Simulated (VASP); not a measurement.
# ZnRuC6N6 (Fm-3m) in VASP: single point with PBE

Aim: the single point of ZnRuC6N6 with PBE.

Everything below comes from runs of VASP 6.6.1. Logs are shortened: lines on timing, memory, paths and dates and some standing lists are left out, and cuts for length are marked.

**1. The cell of the first run**

The structure is cubic, space group Fm-3m (No. 225). The conventional cell has a = 10.144 Å, b = 10.144 Å, c = 10.144 Å, α = 90.00°, β = 90.00°, γ = 90.00°. Within 2.5 Å of Zn (site symmetry m-3m) lie 6 C at 1.92 Å. Within 2.6 Å of Ru (site symmetry m-3m) lie 6 N at 1.99 Å. C (site symmetry 4mm) has 1 N at 1.17 Å within 1.6 Å. Within 1.6 Å of N (site symmetry 4mm) lie 1 C at 1.17 Å.

**2. Single point, PBE, collinear spin, ferromagnetic start**

Input file INCAR:

```
ALGO = Normal ; EDIFF = 1E-6
ENCUT = 520 ; GGA = PE
ISIF = 2 ; ISMEAR = 0
ISPIN = 2 ; LASPH = T
LCHARG = F ; LMAXMIX = 4
LORBIT = 11 ; LREAL = F
LWAVE = F ; MAGMOM = 0 1 0 0 0 0 0 0 0 0 0 0 0 0
NBANDS = 57 ; NELM = 150
PREC = Accurate ; SIGMA = 0.1
```

Input file KPOINTS:

```
k-points
0
Gamma
  4 4 4
```

Input file POSCAR:

```
ZnRuC6N6
1.0
    0.0000000000      5.0720000000      5.0720000000
    5.0720000000      0.0000000000      5.0720000000
    5.0720000000      5.0720000000      0.0000000000
Zn Ru C N
1 1 6 6
Direct
    0.0000000000      0.0000000000      0.0000000000
    0.5000000000      0.5000000000      0.5000000000
    0.8110212900      0.1889787100      0.1889787100
    0.1889787100      0.8110212900      0.1889787100
    0.1889787100      0.1889787100      0.8110212900
    0.1889787100      0.8110212900      0.8110212900
    0.8110212900      0.1889787100      0.8110212900
    0.8110212900      0.8110212900      0.1889787100
    0.6956821800      0.3043178200      0.3043178200
    0.3043178200      0.6956821800      0.3043178200
    0.3043178200      0.3043178200      0.6956821800
    0.3043178200      0.6956821800      0.6956821800
    0.6956821800      0.3043178200      0.6956821800
    0.6956821800      0.6956821800      0.3043178200
```

Potentials or basis: VASP PAW PBE potentials, release 64 (Zn, Ru_pv, C, N).

Command:

```bash
$ cat potpaw_PBE.64/Zn/POTCAR potpaw_PBE.64/Ru_pv/POTCAR potpaw_PBE.64/C/POTCAR potpaw_PBE.64/N/POTCAR > POTCAR
$ mpirun -np 1 vasp_std > vasp.out
```

OUTCAR:

```text
EDIFF = 1E-6
   ENCUT = 520
   GGA = PE
   ISIF = 2
   ISMEAR = 0
   ISPIN = 2
   LASPH = T
   LORBIT = 11
   LREAL = F
   NELM = 150
   PREC = Accurate

 ion  position               nearest neighbor table
   1  0.000  0.000  0.000-   3 1.92   4 1.92   5 1.92   6 1.92   7 1.92   8 1.92
   2  0.500  0.500  0.500-   9 1.99  10 1.99  11 1.99  12 1.99  13 1.99  14 1.99
   3  0.811  0.189  0.189-   9 1.17   1 1.92
   4  0.189  0.811  0.189-  10 1.17   1 1.92
   5  0.189  0.189  0.811-  11 1.17   1 1.92
   6  0.189  0.811  0.811-  12 1.17   1 1.92
   7  0.811  0.189  0.811-  13 1.17   1 1.92
   8  0.811  0.811  0.189-  14 1.17   1 1.92
   9  0.696  0.304  0.304-   3 1.17   2 1.99
  10  0.304  0.696  0.304-   4 1.17   2 1.99
  11  0.304  0.304  0.696-   5 1.17   2 1.99
  12  0.304  0.696  0.696-   6 1.17   2 1.99
  13  0.696  0.304  0.696-   7 1.17   2 1.99
  14  0.696  0.696  0.304-   8 1.17   2 1.99

  LATTYP: Found a face centered cubic cell.
 ALAT       =    10.1440000000

  Lattice vectors:

 A1 = (   0.0000000000,   5.0720000000,   5.0720000000)
 A2 = (   5.0720000000,   0.0000000000,   5.0720000000)
 A3 = (   5.0720000000,   5.0720000000,   0.0000000000)

Analysis of symmetry for initial positions (statically):
=====================================================================
 Subroutine PRICEL returns:
 Original cell was already a primitive cell.

 Routine SETGRP: Setting up the symmetry group for a
 face centered cubic supercell.

 Subroutine GETGRP returns: Found 48 space group operations
 (whereof 48 operations were pure point group operations)
 out of a pool of 48 trial point group operations.

The static configuration has the point symmetry O_h .

Analysis of symmetry for dynamics (positions and initial velocities):
=====================================================================
 Subroutine PRICEL returns:
 Original cell was already a primitive cell.

 Routine SETGRP: Setting up the symmetry group for a
 face centered cubic supercell.

 Subroutine GETGRP returns: Found 48 space group operations
 (whereof 48 operations were pure point group operations)
 out of a pool of 48 trial point group operations.

The dynamic configuration has the point symmetry O_h .

Analysis of structural, dynamic, and magnetic symmetry:
[... 183 lines left out ...]
      6     -18.5692      1.00000
[... 429 lines left out ...]
     51       4.4349      0.00000
     52       4.4349      0.00000
 Fermi energy:        -1.2115043891

 spin component 2

 k-point     1 :       0.0000    0.0000    0.0000
  band No.  band energies     occupation
      1     -43.7759      1.00000
      2     -43.7759      1.00000
      3     -43.7759      1.00000
      4     -18.8370      1.00000
      5     -18.4927      1.00000
      6     -18.4927      1.00000
[... 429 lines left out ...]
     51       4.6647      0.00000
     52       4.6647      0.00000
 [bands above 52 left out]

------------------------ aborting loop because EDIFF is reached ----------------------------------------

  FORCE on cell =-STRESS in cart. coord.  units (eV):
  Direction    XX          YY          ZZ          XY          YZ          ZX
  --------------------------------------------------------------------------------------
  -------------------------------------------------------------------------------------
  Total       11.1468091     11.1468091     11.1468091     -0.0000000     -0.0000000      0.0000000
  in kB       68.4373862     68.4373862     68.4373862     -0.0000000     -0.0000000      0.0000000
  external PRESSURE =      68.4373862 kB  Pullay stress =       0.0000000 kB

 VOLUME and BASIS-vectors are now :
 -----------------------------------------------------------------------------
  energy-cutoff  :      520.00
  volume of cell :      260.96
      direct lattice vectors                 reciprocal lattice vectors
     0.000000000  5.072000000  5.072000000    -0.098580442  0.098580442  0.098580442
     5.072000000  0.000000000  5.072000000     0.098580442 -0.098580442  0.098580442
     5.072000000  5.072000000  0.000000000     0.098580442  0.098580442 -0.098580442

 POSITION                                       TOTAL-FORCE (eV/Angst)
 -----------------------------------------------------------------------------------
      0.00000      0.00000      0.00000         0.000000     -0.000000     -0.000000
      5.07200      5.07200      5.07200        -0.000000     -0.000000     -0.000000
      1.91700      5.07200      5.07200         2.592136     -0.000000     -0.000000
      5.07200      1.91700      5.07200         0.000000      2.592136     -0.000000
      5.07200      5.07200      1.91700         0.000000     -0.000000      2.592136
      8.22700      5.07200      5.07200        -2.592136     -0.000000     -0.000000
      5.07200      8.22700      5.07200         0.000000     -2.592136     -0.000000
      5.07200      5.07200      8.22700         0.000000     -0.000000     -2.592136
      3.08700      5.07200      5.07200        -0.189424     -0.000000     -0.000000
      5.07200      3.08700      5.07200         0.000000     -0.189424     -0.000000
      5.07200      5.07200      3.08700         0.000000     -0.000000     -0.189424
      7.05700      5.07200      5.07200         0.189424     -0.000000     -0.000000
      5.07200      7.05700      5.07200         0.000000      0.189424     -0.000000
      5.07200      5.07200      7.05700         0.000000     -0.000000      0.189424
 -----------------------------------------------------------------------------------
    total drift:                               -0.000000     -0.000000      0.000000

  FREE ENERGIE OF THE ION-ELECTRON SYSTEM (eV)
  ---------------------------------------------------
  free  energy   TOTEN  =      -105.0682669722 eV

  energy  without entropy=     -105.0039615771  energy(sigma->0) =     -105.03611427

 total charge

# of ion       s       p       d       tot
------------------------------------------
    1        0.615   1.038   9.844  11.497
    2        0.359   6.413   5.873  12.645
    3        0.964   1.632   0.000   2.596
    4        0.964   1.632   0.000   2.596
    5        0.964   1.632   0.000   2.596
    6        0.964   1.632   0.000   2.596
    7        0.964   1.632   0.000   2.596
    8        0.964   1.632   0.000   2.596
    9        1.299   2.601   0.000   3.900
   10        1.299   2.601   0.000   3.900
   11        1.299   2.601   0.000   3.900
   12        1.299   2.601   0.000   3.900
   13        1.299   2.601   0.000   3.900
   14        1.299   2.601   0.000   3.900
--------------------------------------------------
tot         14.551  32.849  15.717  63.118

 magnetization (x)

# of ion       s       p       d       tot
------------------------------------------
    1       -0.010  -0.017   0.313   0.287
    2        0.004   0.010   0.520   0.534
    3        0.046   0.096   0.000   0.142
    4        0.046   0.096   0.000   0.142
    5        0.046   0.096   0.000   0.142
    6        0.046   0.096   0.000   0.142
    7        0.046   0.096   0.000   0.142
    8        0.046   0.096   0.000   0.142
    9        0.001  -0.003   0.000  -0.002
   10        0.001  -0.003   0.000  -0.002
   11        0.001  -0.003   0.000  -0.002
   12        0.001  -0.003   0.000  -0.002
   13        0.001  -0.003   0.000  -0.002
   14        0.001  -0.003   0.000  -0.002
--------------------------------------------------
tot          0.277   0.549   0.833   1.659
```

OSZICAR:

```text
N       E                     dE             d eps       ncg     rms          rms(c)
DAV:   1     0.673432632108E+03    0.67343E+03   -0.38464E+04  1904   0.131E+03
DAV:   2    -0.299098183742E+02   -0.70334E+03   -0.64773E+03  2049   0.344E+02
[... 15 lines left out ...]
DAV:  18    -0.105068311712E+03    0.23273E-03   -0.79212E-04  1834   0.133E-01    0.752E-02
DAV:  19    -0.105068299764E+03    0.11948E-04   -0.15007E-04  1884   0.494E-02    0.382E-02
DAV:  20    -0.105068284246E+03    0.15518E-04   -0.31448E-05  1912   0.232E-02    0.424E-02
DAV:  21    -0.105068268972E+03    0.15275E-04   -0.90945E-06  1694   0.154E-02    0.730E-03
DAV:  22    -0.105068267386E+03    0.15859E-05   -0.11228E-06  1494   0.497E-03    0.803E-03
DAV:  23    -0.105068266972E+03    0.41372E-06   -0.35471E-07  1144   0.600E-03
   1 F= -.10506827E+03 E0= -.10503611E+03  d E =-.643054E-01  mag=     2.0002
```

It took 8.7 min on 1 thread of AMD EPYC 7R43 (Zen 3), shared host; peak memory 0.58 GiB.

What came out:

```
Free energy                                           : -105.0683 eV
Pressure                                              : 6.8 GPa
Largest force                                         : 2.592 eV/Å
Band gap on the k mesh                                : zero (filled and empty bands overlap)
Net moment                                            : 2.00 μB per cell
Site moments                                          : Zn +0.29; Ru +0.53; C +0.14; N -0.00 μB
Valence electrons inside the program's atomic spheres : Zn 11.50; Ru 12.64; C 2.60; N 3.90
```

Forces in eV/Å, atoms in the order of the input:
```
Zn   0.000  0.000  0.000
Ru   0.000  0.000  0.000
C    2.592  0.000  0.000
C    0.000  2.592  0.000
C    0.000  0.000  2.592
C   -2.592  0.000  0.000
C    0.000 -2.592  0.000
C    0.000  0.000 -2.592
N   -0.189  0.000  0.000
N    0.000 -0.189  0.000
N    0.000  0.000 -0.189
N    0.189  0.000  0.000
N    0.000  0.189  0.000
N    0.000  0.000  0.189
```

Levels at points of the mesh, in eV from the Fermi level:
Spin up:
```tsv
k point	band 38	band 39	band 40	band 41	band 42	band 43	band 44	band 45
(0.00, 0.00, 0.00)	-0.92	-0.92	-0.74	-0.74	4.33	4.33	4.33	4.34
(0.50, 0.00, 0.00)	-0.50	-0.46	-0.39	-0.39	3.45	3.71	3.71	4.14
(0.50, 0.50, 0.00)	-0.73	-0.59	-0.26	-0.26	4.09	4.27	4.27	4.34
```
Spin down:
```csv
k point,band 37,band 38,band 39,band 40,band 41,band 42
"(0.00, 0.00, 0.00)",-0.52,-0.52,-0.52,-0.17,-0.17,4.54
"(0.50, 0.00, 0.00)",-0.10,-0.10,-0.05,0.17,0.17,3.62
"(0.50, 0.50, 0.00)",-0.52,-0.16,-0.01,0.13,0.13,4.27
```

Caveat: the cell stands under pressure; forces of over 1 eV/Å act on the atoms, so gaps and moduli don't describe the material at rest.
